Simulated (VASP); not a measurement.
# SnS2 (Berndtite-2T) (P-3m1) in VASP: single point with PBEsol

Aim: the single point of SnS2 (Berndtite-2T) with PBEsol.

Program: VASP 6.6.1. These are calculated values, not measurements. Logs are shortened: lines on timing, memory, paths and dates and some standing lists are left out, and cuts for length are marked.

## 1. The cell of the first run

The structure is trigonal, space group P-3m1 (No. 164). The conventional cell has a = 3.639 Å, b = 3.639 Å, c = 5.868 Å, α = 90.00°, β = 90.00°, γ = 120.00°. Within 3.4 Å of Sn (site symmetry -3m) lie 6 S at 2.56 Å. S (site symmetry 3m) has 3 Sn at 2.56 Å within 3.4 Å.

## 2. Single point, PBEsol

Input file INCAR:

```
SYSTEM = SnS2
PREC = Accurate
ENCUT = 500
EDIFF = 1E-6
ISMEAR = 0
SIGMA = 0.01
LREAL = .FALSE.
LASPH = .TRUE.
NELM = 120
ALGO = Normal
ISIF = 2
LWAVE = .FALSE.
LCHARG = .FALSE.
GGA = PS
NBANDS = 20
GGA_COMPAT = .FALSE.
```

Input file KPOINTS:

```
regular mesh
0
G
  4 4 2
  0 0 0
```

Input file POSCAR:

```
SnS2
1.0
    3.6390000000      0.0000000000      0.0000000000
   -1.8195000000      3.1514664400      0.0000000000
    0.0000000000      0.0000000000      5.8680000000
Sn S
1 2
Direct
    0.0000000000      0.0000000000      0.0000000000
    0.3333333333      0.6666666667      0.2500000000
    0.6666666667      0.3333333333      0.7500000000
```

Potentials or basis: VASP PAW PBE potentials, release 64 (Sn_d, S).

On the command line:

```
$ cat potpaw_PBE.64/Sn_d/POTCAR potpaw_PBE.64/S/POTCAR > POTCAR
$ mpirun -np 1 vasp_std > vasp.out
```

OUTCAR:

```text
SYSTEM = SnS2
   PREC = Accurate
   ENCUT = 500
   EDIFF = 1E-6
   ISMEAR = 0
   LREAL = .FALSE.
   LASPH = .TRUE.
   NELM = 120
   ISIF = 2
   GGA = PS

 ion  position               nearest neighbor table
   1  0.000  0.000  0.000-   2 2.56   3 2.56   3 2.56   2 2.56   3 2.56   2 2.56
   2  0.333  0.667  0.250-   1 2.56   1 2.56   1 2.56
   3  0.667  0.333  0.750-   1 2.56   1 2.56   1 2.56

  LATTYP: Found a hexagonal cell.
 ALAT       =     3.6390000000
 C/A-ratio  =     1.6125309151

  Lattice vectors:

 A1 = (   3.6390000000,   0.0000000000,   0.0000000000)
 A2 = (  -1.8195000000,   3.1514664400,   0.0000000000)
 A3 = (   0.0000000000,   0.0000000000,   5.8680000000)

Analysis of symmetry for initial positions (statically):
=====================================================================
 Subroutine PRICEL returns:
 Original cell was already a primitive cell.

 Routine SETGRP: Setting up the symmetry group for a
 hexagonal supercell.

 Subroutine GETGRP returns: Found 12 space group operations
 (whereof 12 operations were pure point group operations)
 out of a pool of 24 trial point group operations.

The static configuration has the point symmetry D_3d.

Analysis of symmetry for dynamics (positions and initial velocities):
=====================================================================
 Subroutine PRICEL returns:
 Original cell was already a primitive cell.

 Routine SETGRP: Setting up the symmetry group for a
 hexagonal supercell.

 Subroutine GETGRP returns: Found 12 space group operations
 (whereof 12 operations were pure point group operations)
 out of a pool of 24 trial point group operations.

The dynamic configuration has the point symmetry D_3d.

 Subroutine INISYM returns: Found 12 space group operations
 (whereof 12 operations are pure point group operations),
 and found     1 'primitive' translations

----------------------------------------------------------------------------------------

                                     Primitive cell

  volume of cell :      67.2953

  direct lattice vectors                    reciprocal lattice vectors
     3.639000000  0.000000000  0.000000000     0.274800769  0.158656298  0.000000000
    -1.819500000  3.151466440  0.000000000     0.000000000  0.317312597  0.000000000
     0.000000000  0.000000000  5.868000000     0.000000000  0.000000000  0.170415815

  length of vectors
     3.639000000  3.638999996  5.868000000     0.317312597  0.317312597  0.170415815

[... 64 lines left out ...]
   NELM   =    120;   NELMIN=  2; NELMDL= -5     # of ELM steps
   EDIFF  = 0.1E-05   stopping-criterion for ELM
   LREAL  =      F    real-space projection
   EDIFFG = 0.1E-04   stopping-criterion for IOM
   NSW    =      0    number of steps for IOM
   IBRION =     -1    ionic relax: 0-MD 1-quasi-New 2-CG
   NFREE  =      0    steps in history (QN), initial steepest desc. (CG)
   ISIF   =      2    stress and relaxation
   ISYM   =      2    0-nonsym 1-usesym 2-fastsym
   POTIM  = 0.5000    time-step for ionic-motion
   TEBEG  =    0.0;   TEEND  =   0.0 temperature during run
   PSTRESS=    0.0 pullay stress
   NELECT =      26.0000    total number of electrons
   NUPDOWN=      -1.0000    fix difference up-down
   EMIN   =  10.00;   EMAX   =-10.00  energy-range for DOS
   EFERMI =   0.00;   METHOD = LEGACY
   ISMEAR =     0;   SIGMA  =   0.01  broadening in eV -4-tet -1-fermi 0-gaus
   EFERMI_NEDOS =   21; number of points for ismear=-14 and -15
   IALGO  =     38    algorithm
   IMIX   =      4    mixing-type and parameters
     AMIX     =   0.40;   BMIX     =  1.00
     AMIX_MAG =   1.60;   BMIX_MAG =  1.00
  volume/ion in A,a.u.               =      22.43       151.38
  Fermi-wavevector in a.u.,A,eV,Ry     =   1.192352  2.253218 19.343434  1.421702
  Thomas-Fermi vector in A             =   2.328392
   LORBIT       =      0    0 simple, 1 ext, 2 COOP (PROOUT), +10 PAW based schemes
   GGA     = PS    functional components
   LHFCALC =     F    Hartree Fock is set to
   AEXX    =    0.0000 exact exchange contribution
   IVDW    =     0    specifies the selected vdW correction
   LEPSILON=     F    determine dielectric tensor
   LRPA    =     F    only Hartree local field effects (RPA)
 non-spin polarized calculation
 Gauss-broadening in eV      SIGMA  =   0.01
  energy-cutoff  :      500.00
  volume of cell :       67.30
 maximum number of plane-waves:      1737
 NGX is ok and might be reduce to    28
   NGX = 13   NGY = 13   NGZ = 21

 number of electron      26.0000007 magnetization

 Free energy of the ion-electron system (eV)
  ---------------------------------------------------
  ext. energy  EPLUGINS =         0.00000000
  ---------------------------------------------------
  free energy    TOTEN  =       -14.19338969 eV

  energy without entropy =      -14.19338969  energy(sigma->0) =      -14.19338969

 E-fermi :   4.8121     XC(G=0):  -9.8531

 val. band max:        4.7443765481   @ k =   0.0000   0.0000   0.0000
 cond. band min:       6.1717145812   @ k =   0.5000  -0.0000   0.5000
 fundamental gap:      1.4273380332
 Fermi energy:         4.8120738460

 k-point     1 :       0.0000    0.0000    0.0000
  band No.  band energies     occupation
      1     -16.1324      2.00000
      2     -16.1324      2.00000
      3     -16.0932      2.00000
      4     -16.0611      2.00000
      5     -16.0611      2.00000
      6      -9.1527      2.00000
[... 173 lines left out ...]
     19      13.5699      0.00000
     20      13.8607      0.00000

------------------------ aborting loop because EDIFF is reached ----------------------------------------

  FORCE on cell =-STRESS in cart. coord.  units (eV):
  Direction    XX          YY          ZZ          XY          YZ          ZX
  --------------------------------------------------------------------------------------
  -------------------------------------------------------------------------------------
  Total        0.7261588      0.7261588      0.2822746     -0.0000000      0.0000000      0.0000000
  in kB       17.2885000     17.2884999      6.7204370     -0.0000000      0.0000000      0.0000000
  external PRESSURE =      13.7658123 kB  Pullay stress =       0.0000000 kB

 VOLUME and BASIS-vectors are now :
 -----------------------------------------------------------------------------
  energy-cutoff  :      500.00
  volume of cell :       67.30
      direct lattice vectors                 reciprocal lattice vectors
     3.639000000  0.000000000  0.000000000     0.274800769  0.158656298  0.000000000
    -1.819500000  3.151466440  0.000000000     0.000000000  0.317312597  0.000000000
     0.000000000  0.000000000  5.868000000     0.000000000  0.000000000  0.170415815

 POSITION                                       TOTAL-FORCE (eV/Angst)
 -----------------------------------------------------------------------------------
      0.00000      0.00000      0.00000        -0.000000      0.000000      0.000000
     -0.00000      2.10098      1.46700        -0.000000      0.000000      0.067503
      1.81950      1.05049      4.40100         0.000000      0.000000     -0.067503
 -----------------------------------------------------------------------------------
    total drift:                               -0.000000     -0.000000     -0.000000

  FREE ENERGIE OF THE ION-ELECTRON SYSTEM (eV)
  ---------------------------------------------------
  free  energy   TOTEN  =       -14.1933896867 eV

  energy  without entropy=      -14.1933896867  energy(sigma->0) =      -14.19338969
```

OSZICAR:

```text
N       E                     dE             d eps       ncg     rms          rms(c)
DAV:   1     0.210419472247E+03    0.21042E+03   -0.12227E+04   328   0.157E+03
DAV:   2     0.105648134776E+02   -0.19985E+03   -0.19043E+03   344   0.407E+02
DAV:   3    -0.135988458088E+02   -0.24164E+02   -0.23482E+02   392   0.116E+02
DAV:   4    -0.146420102636E+02   -0.10432E+01   -0.10406E+01   392   0.251E+01
DAV:   5    -0.146674719145E+02   -0.25462E-01   -0.25459E-01   500   0.420E+00    0.862E+00
DAV:   6    -0.142318878077E+02    0.43558E+00   -0.81905E-01   480   0.105E+01    0.600E+00
DAV:   7    -0.141963692783E+02    0.35519E-01   -0.26233E-01   428   0.354E+00    0.164E+00
DAV:   8    -0.141933545803E+02    0.30147E-02   -0.27507E-02   444   0.162E+00    0.633E-01
DAV:   9    -0.141933670473E+02   -0.12467E-04   -0.21817E-03   372   0.346E-01    0.153E-01
DAV:  10    -0.141933613319E+02    0.57154E-05   -0.28198E-04   428   0.110E-01    0.695E-02
DAV:  11    -0.141933874912E+02   -0.26159E-04   -0.38596E-05   372   0.365E-02    0.146E-02
DAV:  12    -0.141933885970E+02   -0.11058E-05   -0.18571E-06   340   0.951E-03    0.110E-02
DAV:  13    -0.141933896912E+02   -0.10942E-05   -0.18002E-06   304   0.102E-02    0.256E-03
DAV:  14    -0.141933896867E+02    0.44765E-08   -0.10893E-07   224   0.257E-03
   1 F= -.14193390E+02 E0= -.14193390E+02  d E =-.220236E-23
```

It took 23 s on 1 thread of Intel Xeon 8259CL, shared host; peak memory 0.18 GiB.

What came out:

```
Free energy            : -14.1934 eV
Pressure               : 1.4 GPa
Largest force          : 0.068 eV/Å
Band gap on the k mesh : 1.43 eV, indirect (least direct gap 1.89 eV)
```

Forces in eV/Å, atoms in the order of the input:
```
Sn   0.000  0.000  0.000
S    0.000  0.000  0.068
S    0.000  0.000 -0.068
```

Stress tensor (GPa, compression positive):
```
1.73 0.00 0.00
0.00 1.73 0.00
0.00 0.00 0.67
```

Caveat: the k points lie up to 0.54 Å⁻¹ apart; the PAW data sets were made with another functional, which shifts forces and pressure a little; spin-orbit coupling is left out, which moves the levels of the heavy elements; this functional lacks dispersion, which binds the layers, so the pressure and a relaxed spacing across them are unreliable. A k mesh can miss the band edges.
